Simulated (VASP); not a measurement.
TiO2: electric field gradients with PBE

The system is TiO2.

```xyz
6
Lattice="4.5940 0.0000 0.0000 0.0000 4.5940 0.0000 0.0000 0.0000 2.9590" Properties=species:S:1:pos:R:3 pbc="T T T"
Ti    0.0000    0.0000    0.0000
Ti    2.2970    2.2970    1.4795
O     1.4058    1.4058    0.0000
O     0.8912    3.7028    1.4795
O     3.1882    3.1882    0.0000
O     3.7028    0.8912    1.4795
```

| Item | Value |
| --- | --- |
| Program | VASP 6.6.1 |
| Task | electric field gradients |
| Functional | PBE |
| Potentials or basis | VASP PAW PBE potentials, release 64 (Ti_sv, O) |
| Cutoff | 520 eV |
| k mesh | 7 × 7 × 10 |
| Occupations | fermi-dirac, width 0.05 eV |
| Spin | no spin polarisation |
| Dipole correction | no |
| Further INCAR settings | ALGO = Normal; EDIFF = 1e-08; NBANDS = 33 |

```json
{"Pressure": "6.1 GPa", "Largest force": "0.263 eV/Å", "Band gap on the k mesh": "1.91 eV, direct"}
```

Forces in eV/Å, atoms in the order of the input:
```
Ti   0.000  0.000  0.000
Ti   0.000  0.000  0.000
O   -0.186 -0.186  0.000
O    0.186 -0.186  0.000
O    0.186  0.186  0.000
O   -0.186  0.186  0.000
```

Stress tensor (GPa, compression positive):
```
6.27 0.00 0.00
0.00 6.27 0.00
0.00 0.00 5.79
```

Levels at points of the mesh, in eV from the valence-band top:
```
           k point  band 20  band 21  band 22  band 23  band 24  band 25  band 26  band 27  band 28  band 29
(0.00, 0.00, 0.00)    -1.96    -0.69    -0.42    -0.42     0.00     1.91     2.24     2.44     2.52     2.52
(0.00, 0.00, 0.50)    -2.71    -2.33    -2.33    -1.41    -1.41     2.96     2.96     3.17     3.17     3.71
```

Electric field gradients, principal values (V/Å²):
```tsv
atom	least	middle	greatest (by size)
1 Ti	6.083	19.556	-25.640
2 Ti	6.083	19.556	-25.640
3 O	-1.962	-20.231	22.193
4 O	-1.962	-20.231	22.193
5 O	-1.962	-20.231	22.193
6 O	-1.962	-20.231	22.193
```

Wall time 2.8 min on 1 thread of Intel Xeon 8259CL, with other jobs on the host, peak memory 0.23 GiB.

Caveat: without QUAD_EFG the Cq values of the log hold for a quadrupole moment of 1 mb, not for the nuclei. A k mesh can miss the band edges.
